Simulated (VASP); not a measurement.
# Ta2C (P-3m1) in VASP: a series of runs, part 2 of 3

VASP 6.6.1.

## Step 4: Single point, r2SCAN

This run uses another cell than the first one, of 13.80 Å³/atom.

POSCAR reads:

```
Ta2C
1.0
    3.1101644565      0.0000000000      0.0000000000
   -1.5550822283      2.6934814293      0.0000000000
    0.0000000000      0.0000000000      4.9422989461
Ta C
2 1
Direct
    0.3333333333      0.6666666667      0.2535635792
    0.6666666667      0.3333333333      0.7464364208
    0.0000000000      0.0000000000      0.0000000000
```

INCAR.step1 reads:

```
PREC = Accurate
ENCUT = 520
ISMEAR = 0
SIGMA = 0.15
LREAL = F
LASPH = T
NELM = 60
NBANDS = 20
GGA = PE
ALGO = Normal
EDIFF = 1E-4
LWAVE = T
LCHARG = F
```

INCAR.step2 reads:

```
PREC = Accurate
ENCUT = 520
EDIFF = 1E-6
ISMEAR = 0
SIGMA = 0.15
LREAL = F
LASPH = T
NELM = 60
ALGO = Normal
ISIF = 2
LWAVE = F
LCHARG = F
METAGGA = R2SCAN
LMIXTAU = T
NBANDS = 20
ISTART = 1
```

KPOINTS reads:

```
regular mesh
0
Gamma
  18 18 10
```

Potentials or basis: VASP PAW PBE potentials, release 64 (Ta_pv, C).

On the command line:

```console
cat potpaw_PBE.64/Ta_pv/POTCAR potpaw_PBE.64/C/POTCAR > POTCAR
cp INCAR.step1 INCAR
mpirun -np 1 vasp_std > vasp.out
cp INCAR.step2 INCAR
mpirun -np 1 vasp_std > vasp.out
```

OUTCAR:

```text
PREC = Accurate
   ENCUT = 520
   EDIFF = 1E-6
   ISMEAR = 0
   LREAL = F
   LASPH = T
   NELM = 60
   ISIF = 2
   METAGGA = R2SCAN
   ISTART = 1

 ion  position               nearest neighbor table
   1  0.333  0.667  0.254-   3 2.19   3 2.19   3 2.19   2 3.03   2 3.03   2 3.03   2 3.08   2 3.08
                             2 3.08
   2  0.667  0.333  0.746-   3 2.19   3 2.19   3 2.19   1 3.03   1 3.03   1 3.03   1 3.08   1 3.08
                             1 3.08
   3  0.000  0.000  0.000-   1 2.19   2 2.19   2 2.19   1 2.19   2 2.19   1 2.19

  LATTYP: Found a hexagonal cell.
 ALAT       =     3.1101644565
 C/A-ratio  =     1.5890796179

  Lattice vectors:

 A1 = (   3.1101644565,   0.0000000000,   0.0000000000)
 A2 = (  -1.5550822283,   2.6934814293,   0.0000000000)
 A3 = (   0.0000000000,   0.0000000000,   4.9422989461)

Analysis of symmetry for initial positions (statically):
=====================================================================
 Subroutine PRICEL returns:
 Original cell was already a primitive cell.

 Routine SETGRP: Setting up the symmetry group for a
 hexagonal supercell.
[... 165 lines left out ...]
  free energy    TOTEN  =      -109.16845941 eV

  energy without entropy =     -109.16096685  energy(sigma->0) =     -109.16471313

 E-fermi :   6.5682     XC(G=0): -13.8548

 val. band max:        6.5663677369   @ k =  -0.1111   0.3889   0.3000
 cond. band min:       6.5694921729   @ k =  -0.1667   0.5000   0.4000
 fundamental gap:      0.0031244360
 Fermi energy:         6.5681695793

 k-point     1 :       0.0000    0.0000    0.0000
  band No.  band energies     occupation
      1     -29.6572      2.00000
      2     -28.9526      2.00000
      3     -28.9526      2.00000
      4     -28.8379      2.00000
      5     -28.8379      2.00000
      6     -28.7485      2.00000
[... 541 lines left out ...]
     19      12.3912      0.00000
     20      12.7766      0.00000

 [... further k-points ...]

------------------------ aborting loop because EDIFF is reached ----------------------------------------

  FORCE on cell =-STRESS in cart. coord.  units (eV):
  Direction    XX          YY          ZZ          XY          YZ          ZX
  --------------------------------------------------------------------------------------
  -------------------------------------------------------------------------------------
  Total        0.2255602      0.2255602      0.2198301     -0.0000000      0.0000000      0.0000000
  in kB        8.7286435      8.7286435      8.5069010     -0.0000000      0.0000000      0.0000000
  external PRESSURE =       8.6547294 kB  Pullay stress =       0.0000000 kB

 VOLUME and BASIS-vectors are now :
 -----------------------------------------------------------------------------
  energy-cutoff  :      520.00
  volume of cell :       41.40
      direct lattice vectors                 reciprocal lattice vectors
     3.110164457  0.000000000  0.000000000     0.321526406  0.185633357  0.000000000
    -1.555082228  2.693481429  0.000000000     0.000000000  0.371266714  0.000000000
     0.000000000  0.000000000  4.942298946     0.000000000  0.000000000  0.202334988

 POSITION                                       TOTAL-FORCE (eV/Angst)
 -----------------------------------------------------------------------------------
     -0.00000      1.79565      1.25319         0.000000      0.000000      0.044054
      1.55508      0.89783      3.68911        -0.000000      0.000000     -0.044054
      0.00000      0.00000      0.00000        -0.000000      0.000000      0.000000
 -----------------------------------------------------------------------------------
    total drift:                                0.000000     -0.000000      0.000000

  FREE ENERGIE OF THE ION-ELECTRON SYSTEM (eV)
  ---------------------------------------------------
  free  energy   TOTEN  =      -109.1684594118 eV

  energy  without entropy=     -109.1609668533  energy(sigma->0) =     -109.16471313
```

OSZICAR.step1:

```text
N       E                     dE             d eps       ncg     rms          rms(c)
DAV:   1     0.199965793844E+03    0.19997E+03   -0.14891E+04 13216   0.136E+03
DAV:   2    -0.304657601336E+02   -0.23043E+03   -0.22524E+03 14832   0.380E+02
DAV:   3    -0.386585444827E+02   -0.81928E+01   -0.80935E+01 16972   0.642E+01
DAV:   4    -0.387514752613E+02   -0.92931E-01   -0.92685E-01 16256   0.672E+00
DAV:   5    -0.387523359577E+02   -0.86070E-03   -0.86042E-03 16404   0.601E-01    0.276E+01
DAV:   6    -0.348975871257E+02    0.38547E+01   -0.18828E+01 16472   0.245E+01    0.117E+01
DAV:   7    -0.347129846508E+02    0.18460E+00   -0.14690E+00 14864   0.750E+00    0.578E+00
DAV:   8    -0.346755809330E+02    0.37404E-01   -0.19313E-01 15736   0.299E+00    0.578E-01
DAV:   9    -0.346710575722E+02    0.45234E-02   -0.26863E-02 16316   0.977E-01    0.208E-01
DAV:  10    -0.346708691924E+02    0.18838E-03   -0.40719E-03 16840   0.486E-01    0.633E-02
DAV:  11    -0.346707913761E+02    0.77816E-04   -0.49874E-04 15176   0.139E-01
   1 F= -.34670791E+02 E0= -.34666918E+02  d E =-.774622E-02
```

It took 13 min on 1 thread of Intel Xeon Platinum 8488C (Sapphire Rapids), shared host; peak memory 0.36 GiB.

What came out:

```yaml
Free_energy: -109.1685 eV
Pressure: 0.9 GPa
Largest_force: 0.044 eV/Å
Band_gap_on_the_k_mesh: zero (bands 13 and 14 overlap by 0.78 eV)
```

Forces on the atoms (eV/Å):
```
Ta   0.000  0.000  0.044
Ta   0.000  0.000 -0.044
C    0.000  0.000  0.000
```

Caveat: the PAW data sets were made with another functional, which shifts forces and pressure a little; spin-orbit coupling is left out, which moves the levels of the heavy elements.

## Step 5: Relaxation of cell and atoms, r2SCAN, target pressure 2 GPa, at which the enthalpy is minimised

This run uses another cell than the first one, of 13.54 Å³/atom.

POSCAR reads:

```
Ta2C
1.0
    3.0903050580      0.0000000000      0.0000000000
   -1.5451525290      2.6762826857      0.0000000000
    0.0000000000      0.0000000000      4.9107407814
Ta C
2 1
Direct
    0.3333333333      0.6666666667      0.2535635793
    0.6666666667      0.3333333333      0.7464364207
    0.0000000000      0.0000000000      0.0000000000
```

INCAR.step1 reads:

```
SYSTEM = Ta2C
PREC     = Accurate       ! precision mode
ENCUT    = 600            ! plane-wave cutoff, eV
ISMEAR   = 0              ! smearing method
SIGMA    = 0.1            ! smearing width, eV
LREAL    = .FALSE.        ! projectors in reciprocal space
LASPH    = .TRUE.         ! aspherical terms in the spheres
NELM     = 100            ! most SCF steps
GGA      = PE             ! functional
ALGO     = Normal         ! electronic algorithm
EDIFF    = 1E-4           ! SCF threshold, eV
LWAVE    = .TRUE.         ! write WAVECAR
LCHARG   = .FALSE.        ! write CHGCAR
```

INCAR.step2 reads:

```
SYSTEM = Ta2C
PREC     = Accurate       ! precision mode
ENCUT    = 600            ! plane-wave cutoff, eV
EDIFF    = 1E-6           ! SCF threshold, eV
ISMEAR   = 0              ! smearing method
SIGMA    = 0.1            ! smearing width, eV
LREAL    = .FALSE.        ! projectors in reciprocal space
LASPH    = .TRUE.         ! aspherical terms in the spheres
NELM     = 100            ! most SCF steps
ALGO     = Normal         ! electronic algorithm
ISIF     = 3              ! what is computed and relaxed
LWAVE    = .FALSE.        ! write WAVECAR
LCHARG   = .FALSE.        ! write CHGCAR
METAGGA  = R2SCAN         ! meta-GGA
LMIXTAU  = .TRUE.       
IBRION   = 2              ! ionic algorithm
NSW      = 70             ! ionic steps
EDIFFG   = -0.008         ! ionic threshold
PSTRESS  = 20.0         
ISTART   = 1
```

KPOINTS reads:

```
Automatic mesh
0
G
  18 18 8
  0 0 0
```

Potentials or basis: VASP PAW PBE potentials, release 64 (Ta_pv, C).

On the command line:

```console
cat potpaw_PBE.64/Ta_pv/POTCAR potpaw_PBE.64/C/POTCAR > POTCAR
cp INCAR.step1 INCAR
mpirun -np 1 vasp_std > vasp.out
cp INCAR.step2 INCAR
mpirun -np 1 vasp_std > vasp.out
```

OUTCAR:

```text
SYSTEM = Ta2C
   PREC = Accurate
   ENCUT = 600
   EDIFF = 1E-6
   ISMEAR = 0
   LREAL = .FALSE.
   LASPH = .TRUE.
   NELM = 100
   ISIF = 3
   METAGGA = R2SCAN
   IBRION = 2
   NSW = 70
   EDIFFG = -0.008
   PSTRESS = 20.0
   ISTART = 1

 ion  position               nearest neighbor table
   1  0.333  0.667  0.254-   3 2.18   3 2.18   3 2.18   2 3.01   2 3.01   2 3.01   2 3.06   2 3.06
                             2 3.06
   2  0.667  0.333  0.746-   3 2.18   3 2.18   3 2.18   1 3.01   1 3.01   1 3.01   1 3.06   1 3.06
                             1 3.06
   3  0.000  0.000  0.000-   1 2.18   2 2.18   2 2.18   1 2.18   2 2.18   1 2.18

  LATTYP: Found a hexagonal cell.
 ALAT       =     3.0903050580
 C/A-ratio  =     1.5890796181

  Lattice vectors:

 A1 = (   3.0903050580,   0.0000000000,   0.0000000000)
 A2 = (  -1.5451525290,   2.6762826857,   0.0000000000)
 A3 = (   0.0000000000,   0.0000000000,   4.9107407814)

[... 341 lines left out ...]

  energy without entropy =     -109.16390490  energy(sigma->0) =     -109.16563148

 E-fermi :   6.6165     XC(G=0): -13.8834

 val. band max:        6.6116520889   @ k =   0.3889   0.1667   0.5000
 cond. band min:       6.6285628330   @ k =   0.0000   0.0556   0.2500
 fundamental gap:      0.0169107441
 Fermi energy:         6.6165199447

 k-point     1 :       0.0000    0.0000    0.0000
  band No.  band energies     occupation
      1     -29.6112      2.00000
      2     -28.8938      2.00000
      3     -28.8938      2.00000
      4     -28.7768      2.00000
      5     -28.7768      2.00000
      6     -28.6863      2.00000
[... 457 lines left out ...]
      4     -29.1204      2.00000
      5     -28.9066      2.00000
      6     -28.9017      2.00000
[... 9 lines left out ...]
     16      11.1755      0.00000
     17      11.6098      0.00000

 [... further k-points ...]

------------------------ aborting loop because EDIFF is reached ----------------------------------------

  FORCE on cell =-STRESS in cart. coord.  units (eV):
  Direction    XX          YY          ZZ          XY          YZ          ZX
  --------------------------------------------------------------------------------------
  -------------------------------------------------------------------------------------
  Total        0.5143784      0.5143784      0.5333300      0.0000000     -0.0000000      0.0000000
  in kB       20.0013271     20.0013271     20.7382477      0.0000000     -0.0000000      0.0000000
  external PRESSURE =       0.2469673 kB  Pullay stress =      20.0000000 kB
[... 22 lines left out ...]
  energy  without entropy=     -109.1639049036  energy(sigma->0) =     -109.16563148

  enthalpy is  TOTEN    =      -108.6530137714 eV   P V=        0.5143442818

 reached required accuracy - stopping structural energy minimisation
```

OSZICAR.step1:

```text
N       E                     dE             d eps       ncg     rms          rms(c)
DAV:   1     0.209219514841E+03    0.20922E+03   -0.16683E+04  9044   0.179E+03
DAV:   2    -0.308901120082E+02   -0.24011E+03   -0.23737E+03 10655   0.444E+02
DAV:   3    -0.386354744410E+02   -0.77454E+01   -0.76331E+01 12232   0.687E+01
DAV:   4    -0.387088674433E+02   -0.73393E-01   -0.72872E-01 11352   0.682E+00
DAV:   5    -0.387096643246E+02   -0.79688E-03   -0.79495E-03 12619   0.609E-01    0.285E+01
DAV:   6    -0.348717695174E+02    0.38379E+01   -0.25048E+01 10396   0.289E+01    0.123E+01
DAV:   7    -0.346787808188E+02    0.19299E+00   -0.15371E+00 10838   0.844E+00    0.586E+00
DAV:   8    -0.346434165259E+02    0.35364E-01   -0.16456E-01 11617   0.328E+00    0.576E-01
DAV:   9    -0.346398705144E+02    0.35460E-02   -0.28956E-02 11958   0.108E+00    0.177E-01
DAV:  10    -0.346396936305E+02    0.17688E-03   -0.52372E-03 11472   0.560E-01    0.774E-02
DAV:  11    -0.346396009638E+02    0.92667E-04   -0.66167E-04 10748   0.159E-01
   1 F= -.34639601E+02 E0= -.34637739E+02  d E =-.372321E-02
```

It took 75 min on 1 thread of Oxide Virtual Turin-like, shared host; peak memory 0.33 GiB.

Results:

```yaml
Free_energy: -109.1674 eV
Relaxed_volume: 13.73 Å³/atom
Relaxed_cell: a = 3.106 Å, b = 3.106 Å, c = 4.933 Å, α = 90.00°, β = 90.00°, γ = 120.00°
Space_group_after_relaxing_to_0.1_Å: P-3m1 (No. 164)
Energy_change_on_relaxing_the_run_minimises_the_enthalpy: -5.4 meV/atom
Ionic_steps: 5
Pressure_after_relaxing: 2.0 GPa
Band_gap_on_the_k_mesh: zero (bands 13 and 14 overlap by 0.75 eV)
```

Step by step:
```tsv
step	energy change (eV)	largest force (eV/Å)	pressure (GPa)	volume (Å³)
1	0.0000	0.2075	6.59	40.61
2	0.0311	0.5109	-9.61	42.94
3	-0.0164	0.0032	1.94	41.22
4	-0.0163	0.0013	2.01	41.20
5	-0.0163	0.0013	2.02	41.20
```

Final structure:
```
Ta C
1.0
     3.10567    0.00000    0.00000
    -1.55284    2.68959    0.00000
     0.00000    0.00000    4.93278
Ta C
2 1
Direct
  0.33333 0.66667 0.25412
  0.66667 0.33333 0.74588
  0.00000 0.00000 0.00000
```

Levels at points of the mesh, in eV from the Fermi level:
```csv
k point,band 9,band 10,band 11,band 12,band 13,band 14,band 15,band 16,band 17
"(0.00, 0.00, 0.00)",-3.85,-3.85,-3.50,0.02,0.51,0.51,1.18,1.18,2.44
"(0.50, 0.00, 0.00)",-4.70,-4.29,-3.92,-2.14,-0.45,3.39,3.58,4.70,5.30
"(0.00, 0.00, 0.50)",-4.12,-4.12,-2.00,-1.78,-0.25,-0.25,3.01,3.01,3.64
"(0.50, 0.00, 0.50)",-4.97,-3.84,-2.64,-1.52,-1.22,1.45,1.47,4.50,4.96
```

Caveat: the cell is relaxed towards a set pressure, so the run minimises the enthalpy, not the energy; the PAW data sets were made with another functional, which shifts forces and pressure a little; spin-orbit coupling is left out, which moves the levels of the heavy elements. Zero-point motion and thermal expansion aren't in these numbers.

[end of part 2 of 3]

The gap in the log of VASP goes by the Fermi energy; the results here count the filled bands.